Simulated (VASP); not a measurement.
Write the native input for VASP 6.6.1 that does the following.

```
Task                   : single point
Functional             : PBE
Potentials or basis    : VASP PAW PBE potentials, release 64 (Br)
Cutoff                 : 520 eV
k mesh                 : 6 × 6 × 6
Occupations            : methfessel-paxton, width 0.01 eV
Spin                   : no spin polarisation
Dipole correction      : no
Further INCAR settings : ALGO = Normal; EDIFF = 1e-06; NBANDS = 14
```

The structure of Br lies in POSCAR:

```
Br
1.0
    0.0000000000      3.0143960736      3.0143960736
    3.0143960736      0.0000000000      3.0143960736
    3.0143960736      3.0143960736      0.0000000000
Br
2
Direct
    0.0000000000      0.0000000000      0.0000000000
    0.2500000000      0.2500000000      0.2500000000
```

These files were run (other wordings do the same):

INCAR

```
SYSTEM = Br
ALGO = Normal
EDIFF = 1E-6
ENCUT = 520
GGA = PE
ISIF = 2
ISMEAR = 1
LASPH = .True.
LCHARG = .False.
LREAL = .False.
LWAVE = .False.
NBANDS = 14
NELM = 80
PREC = Accurate
SIGMA = 0.01
```

KPOINTS

```
k-points
0
Gamma
  6 6 6
  0 0 0
```

Potentials or basis: VASP PAW PBE potentials, release 64 (Br).

Command:

```console
$ cat potpaw_PBE.64/Br/POTCAR > POTCAR
$ mpirun -np 1 vasp_std > vasp.out
```

It gave:

```yaml
Pressure: 20.0 GPa
Band_gap_on_the_k_mesh: zero (band 7 reaches 3.83 eV, above the bottom of band 8 at 0.98 eV)
```

It took 8.2 s on 1 thread of AMD EPYC 7R43 64-Core Processor (Zen 3), with other jobs on the host, peak memory 0.14 GiB.
